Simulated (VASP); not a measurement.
# Ta4Ge (I4/m) in VASP: a series of runs, part 2 of 2

VASP 6.6.1. The steps go on from the part before.

### Step 3. Single point, r2SCAN

POSCAR

```
Ta4Ge
1.0
   -3.5794804705      3.5794804705      1.7421342246
    3.5794804705     -3.5794804705      1.7421342246
    3.5794804705      3.5794804705     -1.7421342246
Ta Ge
4 1
Direct
    0.5929472572      0.7992953182      0.3922425754
    0.4070527428      0.2007046818      0.6077574246
    0.7992953182      0.4070527428      0.2063480610
    0.2007046818      0.5929472572      0.7936519390
    0.0000000000      0.0000000000      0.0000000000
```

INCAR.step1

```
ALGO = Normal
EDIFF = 1E-4
ENCUT = 520
GGA = PE
ISMEAR = 0
LASPH = True
LCHARG = False
LREAL = False
LWAVE = True
NBANDS = 37
NELM = 100
PREC = Accurate
SIGMA = 0.1
```

INCAR.step2

```
ALGO = Normal
EDIFF = 1E-6
ENCUT = 520
ISIF = 2
ISMEAR = 0
ISTART = 1
LASPH = True
LCHARG = False
LMIXTAU = True
LREAL = False
LWAVE = False
METAGGA = R2SCAN
NBANDS = 37
NELM = 100
PREC = Accurate
SIGMA = 0.1
```

KPOINTS

```
k-points
0
Gamma
  10 10 10
```

Potentials or basis: VASP PAW PBE potentials, release 64 (Ta_pv, Ge_d).

Launch:

```bash
cat potpaw_PBE.64/Ta_pv/POTCAR potpaw_PBE.64/Ge_d/POTCAR > POTCAR
cp INCAR.step1 INCAR
mpirun -np 1 vasp_std > vasp.out
cp INCAR.step2 INCAR
mpirun -np 1 vasp_std > vasp.out
```

OUTCAR:

```text
EDIFF = 1E-6
   ENCUT = 520
   ISIF = 2
   ISMEAR = 0
   ISTART = 1
   LASPH = True
   LREAL = False
   METAGGA = R2SCAN
   NELM = 100
   PREC = Accurate

 ion  position               nearest neighbor table
   1  0.593  0.799  0.392-   3 2.84   3 2.84   4 2.84   4 2.84   5 2.84   5 2.84   2 2.93   2 2.93
                             2 3.17   4 3.17   3 3.17   5 3.25
   2  0.407  0.201  0.608-   4 2.84   4 2.84   3 2.84   3 2.84   5 2.84   5 2.84   1 2.93   1 2.93
                             1 3.17   3 3.17   4 3.17   5 3.25
   3  0.799  0.407  0.206-   1 2.84   1 2.84   2 2.84   2 2.84   5 2.84   5 2.84   4 2.93   4 2.93
                             4 3.17   2 3.17   1 3.17   5 3.25
   4  0.201  0.593  0.794-   2 2.84   2 2.84   1 2.84   1 2.84   5 2.84   5 2.84   3 2.93   3 2.93
                             3 3.17   1 3.17   2 3.17   5 3.25
   5  0.000  0.000  0.000-   1 2.84   2 2.84   1 2.84   2 2.84   4 2.84   3 2.84   4 2.84   3 2.84
                             4 3.25   3 3.25   1 3.25   2 3.25

  LATTYP: Found a body centered tetragonal cell.
 ALAT       =     7.1589609410
 C/A-ratio  =     0.4867003016

  Lattice vectors:

[... 185 lines left out ...]

 val. band max:        6.1742333118   @ k =   0.4000   0.3000  -0.1000
 cond. band min:       6.1822115821   @ k =   0.5000   0.2000  -0.1000
 fundamental gap:      0.0079782703
 Fermi energy:         6.1806203685

 k-point     1 :       0.0000    0.0000    0.0000
  band No.  band energies     occupation
      1     -29.6386      2.00000
      2     -29.6277      2.00000
      3     -29.4312      2.00000
      4     -29.4312      2.00000
      5     -29.2814      2.00000
      6     -29.2005      2.00000
[... 949 lines left out ...]
     36       9.9850      0.00000
     37      10.0768      0.00000

 [... further k-points ...]

------------------------ aborting loop because EDIFF is reached ----------------------------------------

  FORCE on cell =-STRESS in cart. coord.  units (eV):
  Direction    XX          YY          ZZ          XY          YZ          ZX
  --------------------------------------------------------------------------------------
  -------------------------------------------------------------------------------------
  Total       -1.5240259     -1.5240259     -1.3030821      0.0000001      0.0000000     -0.0000000
  in kB      -27.3477337    -27.3477337    -23.3830286      0.0000015      0.0000000     -0.0000000
  external PRESSURE =     -26.0261653 kB  Pullay stress =       0.0000000 kB

 VOLUME and BASIS-vectors are now :
 -----------------------------------------------------------------------------
  energy-cutoff  :      520.00
  volume of cell :       89.29
      direct lattice vectors                 reciprocal lattice vectors
    -3.579480471  3.579480471  1.742134225     0.000000000  0.139685076  0.287004292
     3.579480471 -3.579480471  1.742134225     0.139685076  0.000000000  0.287004292
     3.579480471  3.579480471 -1.742134225     0.139685076  0.139685076  0.000000000

 POSITION                                       TOTAL-FORCE (eV/Angst)
 -----------------------------------------------------------------------------------
      2.14264      0.66541      1.74213         0.009305      0.032672      0.000000
      1.43684      2.91407     -0.00000        -0.009305     -0.032672      0.000000
     -0.66541      2.14264      1.74213        -0.032672      0.009305     -0.000000
      4.24489      1.43684      0.00000         0.032672     -0.009305      0.000000
      0.00000      0.00000      0.00000        -0.000000     -0.000000     -0.000000
 -----------------------------------------------------------------------------------
    total drift:                               -0.000000      0.000000     -0.000000

  FREE ENERGIE OF THE ION-ELECTRON SYSTEM (eV)
  ---------------------------------------------------
  free  energy   TOTEN  =      -208.6478459655 eV

  energy  without entropy=     -208.6317138146  energy(sigma->0) =     -208.63977989
```

OSZICAR.step1:

```text
N       E                     dE             d eps       ncg     rms          rms(c)
DAV:   1     0.596668612859E+03    0.59667E+03   -0.31077E+04 12967   0.277E+03
DAV:   2     0.337340992229E+01   -0.59330E+03   -0.57910E+03 10922   0.710E+02
DAV:   3    -0.515872546177E+02   -0.54961E+02   -0.53087E+02 12659   0.141E+02
DAV:   4    -0.542665401001E+02   -0.26793E+01   -0.26337E+01 13432   0.309E+01
DAV:   5    -0.543355958586E+02   -0.69056E-01   -0.68813E-01 13591   0.514E+00    0.261E+01
DAV:   6    -0.525876051772E+02    0.17480E+01   -0.24867E+00 12151   0.938E+00    0.125E+01
DAV:   7    -0.521213819939E+02    0.46622E+00   -0.17659E+00 12365   0.798E+00    0.964E-01
DAV:   8    -0.521139896677E+02    0.73923E-02   -0.93848E-02 13182   0.185E+00    0.391E-01
DAV:   9    -0.521140746880E+02   -0.85020E-04   -0.60114E-03 13752   0.444E-01    0.172E-01
DAV:  10    -0.521140742708E+02    0.41722E-06   -0.46561E-04 11433   0.167E-01
   1 F= -.52114074E+02 E0= -.52104311E+02  d E =-.195269E-01
```

It took 14 min on 1 thread of Intel Xeon 6975P-C (Granite Rapids), shared host; peak memory 0.55 GiB.

What came out:

```
Free energy            : -208.6478 eV
Pressure               : -2.6 GPa
Largest force          : 0.034 eV/Å
Band gap on the k mesh : zero (bands 29 and 30 overlap by 1.00 eV)
```

Forces in eV/Å, atoms in the order of the input:
```
Ta   0.009  0.033  0.000
Ta  -0.009 -0.033  0.000
Ta  -0.033  0.009  0.000
Ta   0.033 -0.009  0.000
Ge   0.000  0.000  0.000
```

Levels at points of the mesh, in eV from the Fermi level:
```tsv
k point	band 26	band 27	band 28	band 29	band 30	band 31	band 32	band 33
(0.00, 0.00, 0.00)	-1.16	-0.81	-0.31	-0.21	-0.21	1.60	1.60	1.61
(0.50, 0.00, 0.00)	-1.49	-0.92	-0.71	-0.36	-0.15	0.64	1.86	2.39
(0.50, 0.50, 0.00)	-1.36	-0.89	-0.09	0.03	0.16	1.33	1.61	1.68
(0.50, 0.50, 0.50)	-1.68	-1.61	0.16	0.16	0.21	1.45	1.57	2.15
```

Caveat: the PAW data sets were made with another functional, which shifts forces and pressure a little; spin-orbit coupling is left out, which moves the levels of the heavy elements.
